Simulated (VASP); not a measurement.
Write the native input for VASP 6.6.1 that does the following.

| Quantity | Value |
| --- | --- |
| Task | single point |
| Functional | LDA |
| Potentials or basis | VASP PAW LDA potentials, release 64 (Sr_sv, C) |
| Cutoff | 520 eV |
| k mesh | 9 × 9 × 9 |
| Occupations | gaussian, width 0.05 eV |
| Spin | no spin polarisation |
| Dipole correction | no |
| Further INCAR settings | ALGO = Normal; EDIFF = 1e-06; NBANDS = 16 |

The structure of SrC2 lies in POSCAR:

```
SrC2
1.0
    2.7187116479      1.5696489018      2.1221293976
   -2.7187116479      1.5696489018      2.1221293976
    0.0000000000     -3.1392978035      2.1221293976
Sr C
1 2
Direct
    0.0000000000      0.0000000000      0.0000000000
    0.5915580000      0.5915580000      0.5915580000
    0.4084420000      0.4084420000      0.4084420000
```

This cell differs from its parent crystal: strain +0.080 along x and y, -0.080 along z.

These files were run (other wordings do the same):

INCAR

```
SYSTEM = SrC2
ALGO = Normal
EDIFF = 1E-6
ENCUT = 520
GGA = CA
ISIF = 2
ISMEAR = 0
LASPH = .True.
LCHARG = .False.
LREAL = .False.
LWAVE = .False.
NBANDS = 16
NELM = 60
PREC = Accurate
SIGMA = 0.05
```

KPOINTS

```
k-points
0
Gamma
  9 9 9
  0 0 0
```

Potentials or basis: VASP PAW LDA potentials, release 64 (Sr_sv, C).

Command:

```console
$ cat potpaw_LDA.64/Sr_sv/POTCAR potpaw_LDA.64/C/POTCAR > POTCAR
$ mpirun -np 1 vasp_std > vasp.out
```

Results of the run:

| Quantity | Value |
| --- | --- |
| Pressure | 7.8 GPa |
| Largest force | 9.064 eV/Å |
| Band gap on the k mesh | 1.84 eV (least direct gap 3.10 eV) |

Caveat: the cell differs from its parent crystal (strain +0.080 along x and y, -0.080 along z); the cell stands under pressure; an odd mesh through Γ misses points on the zone boundary, where band edges can lie; forces of over 1 eV/Å act on the atoms, so gaps and moduli don't describe the material at rest.

It took 81 s on 1 thread of AMD EPYC 7R13, on a shared host, peak memory 0.16 GiB.
